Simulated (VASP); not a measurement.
Write the native input for VASP 6.6.1 that does the following.

```yaml
Task: single point
Functional: PBE
Potentials_or_basis: VASP PAW PBE potentials, release 64 (K_sv)
Cutoff: 520 eV
k_mesh: 6 × 6 × 10
Occupations: gaussian, width 0.1 eV
Spin: no spin polarisation
Dipole_correction: no
Further_INCAR_settings: ALGO = Fast; EDIFF = 1e-06; NBANDS = 20
```

The structure of K lies in POSCAR:

```
K
1.0
    7.5522140013      0.0000000000      0.0000000000
   -3.7761070006      6.5404091800      0.0000000000
    0.0000000000      0.0000000000      4.5169896446
K
3
Direct
    0.0000000000      0.0000000000      0.5000000000
    0.3333333333      0.6666666667      0.0000000000
    0.6666666667      0.3333333333      0.0000000000
```

The cell was built from a structure type or drawn by symmetry, and may not be a known phase.

These files were run (other wordings do the same):

INCAR

```
ALGO = Fast
EDIFF = 1E-6
ENCUT = 520
GGA = PE
ISIF = 2
ISMEAR = 0
LASPH = True
LCHARG = False
LREAL = False
LWAVE = False
NBANDS = 20
NELM = 60
PREC = Accurate
SIGMA = 0.1
```

KPOINTS

```
k-points
0
Gamma
  6 6 10
```

Potentials or basis: VASP PAW PBE potentials, release 64 (K_sv).

Command:

```bash
$ cat potpaw_PBE.64/K_sv/POTCAR > POTCAR
$ mpirun -np 1 vasp_std > vasp.out
```

Results of the run:

| Property | Result |
| --- | --- |
| Pressure | 0.0 GPa |
| Band gap on the k mesh | zero (an odd number of electrons rules out a gap without spin polarisation) |

Run time: 4.6 min on 1 thread of Intel(R) Xeon(R) Platinum 8375C CPU @ 2.90GHz (Ice Lake), on a shared host, peak memory 0.39 GiB.
